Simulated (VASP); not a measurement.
# LiTc12 (a cell with a defect) in VASP: single point with PBE

Aim: the single point of LiTc12 (a cell with a defect) with PBE.

Everything below comes from runs of VASP 6.6.1. Logs are shortened: lines on timing, memory, paths and dates and some standing lists are left out, and cuts for length are marked.

## (1) The cell of the first run

The cell holds a defect, 13 atoms: a = 5.480 Å, b = 8.220 Å, c = 4.395 Å, α = 90.00°, β = 90.00°, γ = 120.00°.

## (2) Single point, PBE

The input, INCAR:

```
PREC = Accurate ; ENCUT = 650
EDIFF = 1E-6 ; ISMEAR = 0
SIGMA = 0.05 ; LREAL = False
LASPH = True ; NELM = 120
ALGO = Normal ; ISIF = 2
LWAVE = False ; LCHARG = False
GGA = PE ; NBANDS = 92
GGA_COMPAT = False
```

The input, KPOINTS:

```
Automatic mesh
0
Gamma
  4 3 4
```

The input, POSCAR:

```
LiTc12
1.0
    5.4800000000      0.0000000000      0.0000000000
   -4.1100000000      7.1187290000      0.0000000000
    0.0000000000      0.0000000000      4.3949600000
Tc Li
12 1
Direct
   -0.0252997478     -0.0107581226     -0.0336997299
    0.1558125184      0.2304281855      0.5347307667
    0.0011173668      0.3331660893      0.0104464466
    0.1726176704      0.5586507129      0.5110536334
    0.0068565879      0.6690204140      0.0005771618
    0.1495402191      0.8672152488      0.5208589002
    0.5116915348     -0.0089531841     -0.0369055118
    0.6929362967      0.2323877432      0.5317528671
    0.5179830146      0.3543018461     -0.0229565878
    0.6606786688      0.5525329073      0.4974625590
    0.4949116037      0.6628986931     -0.0129378569
    0.6664004949      0.8883486354      0.4875231544
    0.3339242716      0.1107515310      0.2489785970
```

Potentials or basis: VASP PAW PBE potentials, release 64 (Tc_pv, Li_sv).

Launch:

```console
> cat potpaw_PBE.64/Tc_pv/POTCAR potpaw_PBE.64/Li_sv/POTCAR > POTCAR
> mpirun -np 1 vasp_std > vasp.out
```

OUTCAR:

```text
PREC = Accurate
   ENCUT = 650
   EDIFF = 1E-6
   ISMEAR = 0
   LREAL = False
   LASPH = True
   NELM = 120
   ISIF = 2
   GGA = PE

 ion  position               nearest neighbor table
   1  0.975  0.989  0.966-  13 2.11   7 2.54   2 2.56  12 2.56   6 2.59  11 2.66  12 2.72   5 2.73
                             3 2.76   7 2.94   6 2.97   9 2.99   2 3.03
   2  0.156  0.230  0.535-  13 2.11   8 2.54   3 2.55   1 2.56   9 2.59   4 2.66  10 2.71   3 2.73
                            12 2.76   8 2.94   6 2.97   9 2.99   1 3.03
   3  0.001  0.333  0.010-   2 2.55   8 2.56  11 2.71   8 2.72   4 2.72   4 2.72   2 2.73   9 2.74
                             5 2.75   9 2.75   7 2.76   1 2.76
   4  0.173  0.559  0.511-  11 2.59   6 2.60   2 2.66   8 2.66   5 2.66  10 2.70  12 2.71   3 2.72
                             3 2.72   5 2.74  11 2.76  10 2.78
   5  0.007  0.669  0.001-   6 2.54   9 2.64   4 2.66   6 2.69  11 2.70   7 2.71   1 2.73  10 2.73
                             4 2.74   3 2.75  10 2.75  11 2.78
   6  0.150  0.867  0.521-  13 2.11   5 2.54   1 2.59   7 2.59   4 2.60  10 2.64   5 2.69  12 2.74
                            12 2.75   2 2.97   1 2.97   8 2.99   7 2.99
   7  0.512  0.991  0.963-  13 2.11   1 2.54  12 2.55   8 2.56   6 2.59  11 2.65   5 2.71  12 2.73
                             3 2.76   1 2.94   9 2.97   6 2.99   8 3.03
   8  0.693  0.232  0.532-  13 2.11   2 2.54   7 2.56   3 2.56   9 2.59   4 2.66   3 2.72  10 2.73
                            12 2.77   2 2.94   9 2.97   6 2.99   7 3.03
   9  0.518  0.354  0.977-  13 2.11  10 2.54   8 2.59   2 2.59  11 2.60   5 2.64  10 2.69   3 2.74
                             3 2.75   7 2.97   8 2.97   1 2.99   2 2.99
  10  0.661  0.553  0.497-   9 2.54   6 2.64  11 2.67   9 2.69   4 2.70   2 2.71   8 2.73   5 2.73
                            11 2.74  12 2.75   5 2.75   4 2.78
  11  0.495  0.663  0.987-   4 2.59   9 2.60   7 2.65   1 2.66  10 2.67   5 2.70   3 2.71  12 2.72
                            12 2.72  10 2.74   4 2.76   5 2.78
  12  0.666  0.888  0.488-   7 2.55   1 2.56   4 2.71   1 2.72  11 2.72  11 2.72   7 2.73   6 2.74
                            10 2.75   6 2.75   2 2.76   8 2.77
  13  0.334  0.111  0.249-   6 2.11   9 2.11   8 2.11   1 2.11   7 2.11   2 2.11

  LATTYP: Found a simple monoclinic cell.
 ALAT       =     5.4800000000
 B/A-ratio  =     0.8020000000
 C/A-ratio  =     1.3228756879
 COS(beta)  =    -0.1889822319

  Lattice vectors:

 A1 = (   5.4800000000,   0.0000000000,   0.0000000000)
 A2 = (   0.0000000000,   0.0000000000,   4.3949600000)
 A3 = (  -1.3700000000,  -7.1187290000,   0.0000000000)

Analysis of symmetry for initial positions (statically):
=====================================================================
 Subroutine PRICEL returns:
 Original cell was already a primitive cell.

 Routine SETGRP: Setting up the symmetry group for a
 simple monoclinic supercell.

 Subroutine GETGRP returns: Found  1 space group operations
 (whereof  1 operations were pure point group operations)
 out of a pool of  4 trial point group operations.

The static configuration has the point symmetry C_1 .

Analysis of symmetry for dynamics (positions and initial velocities):
=====================================================================
 Subroutine PRICEL returns:
 Original cell was already a primitive cell.

 Routine SETGRP: Setting up the symmetry group for a
 simple monoclinic supercell.

 Subroutine GETGRP returns: Found  1 space group operations
 (whereof  1 operations were pure point group operations)
 out of a pool of  4 trial point group operations.

The dynamic configuration has the point symmetry C_1 .

 Subroutine INISYM returns: Found  1 space group operations
 (whereof  1 operations are pure point group operations),
 and found     1 'primitive' translations

----------------------------------------------------------------------------------------

                                     Primitive cell

  volume of cell :     171.4502

  direct lattice vectors                    reciprocal lattice vectors
     5.480000000  0.000000000  0.000000000     0.182481752  0.105355886  0.000000000
    -4.110000000  7.118729000  0.000000000     0.000000000  0.140474514  0.000000000
     0.000000000  0.000000000  4.394960000     0.000000000  0.000000000  0.227533356

  length of vectors
     5.480000000  8.220000157  4.394960000     0.210711776  0.140474514  0.227533356

  position of ions in fractional coordinates (direct lattice)
     0.974700252  0.989241877  0.966300270
     0.155812518  0.230428186  0.534730767
     0.001117367  0.333166089  0.010446447
     0.172617670  0.558650713  0.511053633
     0.006856588  0.669020414  0.000577162
     0.149540219  0.867215249  0.520858900
     0.511691535  0.991046816  0.963094488
     0.692936297  0.232387743  0.531752867
     0.517983015  0.354301846  0.977043412
     0.660678669  0.552532907  0.497462559
     0.494911604  0.662898693  0.987062143
     0.666400495  0.888348635  0.487523154
     0.333924272  0.110751531  0.248978597

  ion indices of the primitive-cell ions
   primitive index   ion index
                 1           1
                 2           2
                 3           3
                 4           4
                 5           5
                 6           6
                 7           7
                 8           8
                 9           9
                10          10
                11          11
                12          12
                13          13

----------------------------------------------------------------------------------------

 KPOINTS: Automatic mesh

Automatic generation of k-mesh.
 Grid dimensions read from file:
 generate k-points for:    4    3    4

 Generating k-lattice:

  Cartesian coordinates                     Fractional coordinates (reciprocal lattice)
     0.045620438  0.026338971  0.000000000     0.250000000  0.000000000  0.000000000
     0.000000000  0.046824838  0.000000000     0.000000000  0.333333333  0.000000000
     0.000000000  0.000000000  0.056883339     0.000000000  0.000000000  0.250000000

  Length of vectors
     0.052677944  0.046824838  0.056883339

  Shift w.r.t. Gamma in fractional coordinates (k-lattice)
     0.000000000  0.000000000  0.000000000

 Subroutine IBZKPT returns following result:
 ===========================================

 Found     26 irreducible k-points:

 Following reciprocal coordinates:
            Coordinates               Weight
  0.000000  0.000000  0.000000      1.000000
  0.250000  0.000000  0.000000      2.000000
  0.500000  0.000000  0.000000      1.000000
  0.000000  0.333333  0.000000      2.000000
  0.250000  0.333333  0.000000      2.000000
  0.500000  0.333333  0.000000      2.000000
[... 16 lines left out ...]
  0.000000  0.333333  0.500000      2.000000
  0.250000  0.333333  0.500000      2.000000
 [... further k-points ...]
   k-points           NKPTS =     26   k-points in BZ     NKDIM =     26   number of bands    NBANDS=     92
   number of dos      NEDOS =    301   number of ions     NIONS =     13
   total plane-waves  NPLWV = 134400
   dimension x,y,z NGX =    48 NGY =   70 NGZ =   40
   dimension x,y,z NGXF=    96 NGYF=  140 NGZF=   80
   ions per type =              12   1
   NGX,Y,Z   is equivalent  to a cutoff of  14.56, 14.16, 15.13 a.u.
   NGXF,Y,Z  is equivalent  to a cutoff of  29.12, 28.31, 30.26 a.u.
 SYSTEM =  unknown system
   PREC   = accura    normal or accurate (medium, high low for compatibility)
   ISTART =      0    job   : 0-new  1-cont  2-samecut
   ICHARG =      2    charge: 1-file 2-atom 10-const
   ISPIN  =      1    spin polarized calculation?
   LNONCOLLINEAR =      F non collinear calculations
   LSORBIT =      F    spin-orbit coupling
   LASPH  =      T    aspherical Exc in radial PAW
   ENCUT  =  650.0 eV  47.77 Ry    6.91 a.u.  11.39 17.09  9.14*2*pi/ulx,y,z
   NELM   =    120;   NELMIN=  2; NELMDL= -5     # of ELM steps
   EDIFF  = 0.1E-05   stopping-criterion for ELM
   LREAL  =      F    real-space projection
   EDIFFG = 0.1E-04   stopping-criterion for IOM
   NSW    =      0    number of steps for IOM
   IBRION =     -1    ionic relax: 0-MD 1-quasi-New 2-CG
   NFREE  =      0    steps in history (QN), initial steepest desc. (CG)
   ISIF   =      2    stress and relaxation
   ISYM   =      2    0-nonsym 1-usesym 2-fastsym
   POTIM  = 0.5000    time-step for ionic-motion
   TEBEG  =    0.0;   TEEND  =   0.0 temperature during run
   PSTRESS=    0.0 pullay stress
   NELECT =     159.0000    total number of electrons
   NUPDOWN=      -1.0000    fix difference up-down
   EMIN   =  10.00;   EMAX   =-10.00  energy-range for DOS
   EFERMI =   0.00;   METHOD = LEGACY
   ISMEAR =     0;   SIGMA  =   0.05  broadening in eV -4-tet -1-fermi 0-gaus
   EFERMI_NEDOS =   21; number of points for ismear=-14 and -15
   IALGO  =     38    algorithm
   IMIX   =      4    mixing-type and parameters
     AMIX     =   0.40;   BMIX     =  1.00
     AMIX_MAG =   1.60;   BMIX_MAG =  1.00
  volume/ion in A,a.u.               =      13.19        89.00
  Fermi-wavevector in a.u.,A,eV,Ry     =   1.596472  3.016894 34.677466  2.548722
  Thomas-Fermi vector in A             =   2.694229
   LORBIT       =      0    0 simple, 1 ext, 2 COOP (PROOUT), +10 PAW based schemes
   GGA     = PE    functional components
   LHFCALC =     F    Hartree Fock is set to
   AEXX    =    0.0000 exact exchange contribution
   IVDW    =     0    specifies the selected vdW correction
   LEPSILON=     F    determine dielectric tensor
   LRPA    =     F    only Hartree local field effects (RPA)
 non-spin polarized calculation
 Gauss-broadening in eV      SIGMA  =   0.05
  energy-cutoff  :      650.00
  volume of cell :      171.45
 maximum number of plane-waves:      6470
 NGX is ok and might be reduce to    48
   NGX = 23   NGY = 35   NGZ = 19

 number of electron     158.9999997 magnetization

 Free energy of the ion-electron system (eV)
  ---------------------------------------------------
  ext. energy  EPLUGINS =         0.00000000
  ---------------------------------------------------
  free energy    TOTEN  =      -121.78686605 eV

  energy without entropy =     -121.77792230  energy(sigma->0) =     -121.78239417

 E-fermi :  13.0614     XC(G=0): -13.8878

 val. band max:       13.0595116956   @ k =   0.2500   0.3333   0.5000
 cond. band min:      13.0679229962   @ k =   0.5000   0.0000   0.5000
 fundamental gap:      0.0084113006
 Fermi energy:        13.0613794794

 k-point     1 :       0.0000    0.0000    0.0000
  band No.  band energies     occupation
      1     -32.3671      2.00000
      2     -26.5031      2.00000
      3     -26.3418      2.00000
      4     -26.2711      2.00000
      5     -26.2287      2.00000
      6     -26.2270      2.00000
[... 83 lines left out ...]
     90      15.3895      0.00000
     91      15.4120      0.00000

 k-point     2 :       0.2500    0.0000    0.0000
  band No.  band energies     occupation
      1     -32.3661      2.00000
      2     -26.4549      2.00000
      3     -26.2888      2.00000
      4     -26.2491      2.00000
      5     -26.2176      2.00000
      6     -26.1864      2.00000
[... 2057 lines left out ...]
     90      15.1457      0.00000
     91      15.4454      0.00000

 k-point    24 :       0.2500    0.3333    0.5000
  band No.  band energies     occupation
      1     -32.3658      2.00000
      2     -26.4421      2.00000
      3     -26.3827      2.00000
      4     -26.3705      2.00000
      5     -26.3084      2.00000
      6     -26.2940      2.00000
[... 83 lines left out ...]
     90      15.0881      0.00000
     91      15.3788      0.00000

 [... further k-points ...]

 [bands above 91 left out]

------------------------ aborting loop because EDIFF is reached ----------------------------------------

  FORCE on cell =-STRESS in cart. coord.  units (eV):
  Direction    XX          YY          ZZ          XY          YZ          ZX
  --------------------------------------------------------------------------------------
  -------------------------------------------------------------------------------------
  Total       22.1822400     22.0788191     21.4079052     -0.6320829      0.5540098     -0.4282722
  in kB      207.2898498    206.3233958    200.0538022     -5.9067244      5.1771419     -4.0021424
  external PRESSURE =     204.5556826 kB  Pullay stress =       0.0000000 kB

 VOLUME and BASIS-vectors are now :
 -----------------------------------------------------------------------------
  energy-cutoff  :      650.00
  volume of cell :      171.45
      direct lattice vectors                 reciprocal lattice vectors
     5.480000000  0.000000000  0.000000000     0.182481752  0.105355886  0.000000000
    -4.110000000  7.118729000  0.000000000     0.000000000  0.140474514  0.000000000
     0.000000000  0.000000000  4.394960000     0.000000000  0.000000000  0.227533356

 POSITION                                       TOTAL-FORCE (eV/Angst)
 -----------------------------------------------------------------------------------
      1.27557      7.04214      4.24685        -0.030413     -0.014591     -0.036493
     -0.09321      1.64036      2.35012        -0.022034      0.013907      0.031369
     -1.36319      2.37172      0.04591         0.000730      0.002108     -0.022622
     -1.35011      3.97688      2.24606         0.001957     -0.004613      0.010607
     -2.71210      4.76258      0.00254        -0.000567      0.000607     -0.014170
     -2.74477      6.17347      2.28915         0.001671     -0.033205      0.035985
     -1.26913      7.05499      4.23276         0.025342     -0.012777     -0.032381
      2.84218      1.65431      2.33703         0.032285      0.010278      0.035595
      1.38237      2.52218      4.29407        -0.006205      0.034852     -0.032820
      1.34961      3.93333      2.18633         0.000580     -0.001579      0.013169
     -0.01240      4.71900      4.33810        -0.000390      0.003513     -0.012308
      0.00076      6.32391      2.14264        -0.001224      0.000187      0.022801
      1.37472      0.78841      1.09425        -0.001731      0.001314      0.001269
 -----------------------------------------------------------------------------------
    total drift:                               -0.000001     -0.000053     -0.000031

  FREE ENERGIE OF THE ION-ELECTRON SYSTEM (eV)
  ---------------------------------------------------
  free  energy   TOTEN  =      -121.7868660516 eV

  energy  without entropy=     -121.7779222959  energy(sigma->0) =     -121.78239417
```

Run time: 11 min. Hardware: 1 thread of Intel Xeon Platinum 8488C (Sapphire Rapids), shared host; peak memory 0.57 GiB.

What came out:

```
Free energy            : -121.7869 eV
Pressure               : 20.5 GPa
Largest force          : 0.050 eV/Å
Band gap on the k mesh : zero (an odd number of electrons rules out a gap without spin polarisation)
```

Forces on the atoms (eV/Å):
```
Tc  -0.030 -0.015 -0.036
Tc  -0.022  0.014  0.031
Tc   0.001  0.002 -0.023
Tc   0.002 -0.005  0.011
Tc  -0.001  0.001 -0.014
Tc   0.002 -0.033  0.036
Tc   0.025 -0.013 -0.032
Tc   0.032  0.010  0.036
Tc  -0.006  0.035 -0.033
Tc   0.001 -0.002  0.013
Tc   0.000  0.004 -0.012
Tc  -0.001  0.000  0.023
Li  -0.002  0.001  0.001
```

Stress tensor (GPa, compression positive):
```
20.73 -0.59 -0.40
-0.59 20.63  0.52
-0.40  0.52 20.01
```

Levels at points of the mesh, in eV from the Fermi level:
| k point | band 76 | band 77 | band 78 | band 79 | band 80 | band 81 | band 82 | band 83 |
| --- | --- | --- | --- | --- | --- | --- | --- | --- |
| (0.00, 0.00, 0.00) | -0.72 | -0.68 | -0.63 | -0.42 | -0.13 | -0.05 | 1.13 | 1.15 |
| (0.50, 0.00, 0.00) | -0.54 | -0.48 | -0.42 | -0.33 | 0.00 | 0.02 | 0.26 | 0.32 |
| (0.00, 0.00, 0.50) | -0.20 | -0.07 | 0.11 | 0.12 | 0.18 | 0.26 | 0.53 | 0.65 |
| (0.50, 0.00, 0.50) | -0.73 | -0.63 | -0.42 | -0.41 | -0.20 | -0.07 | 0.01 | 0.14 |
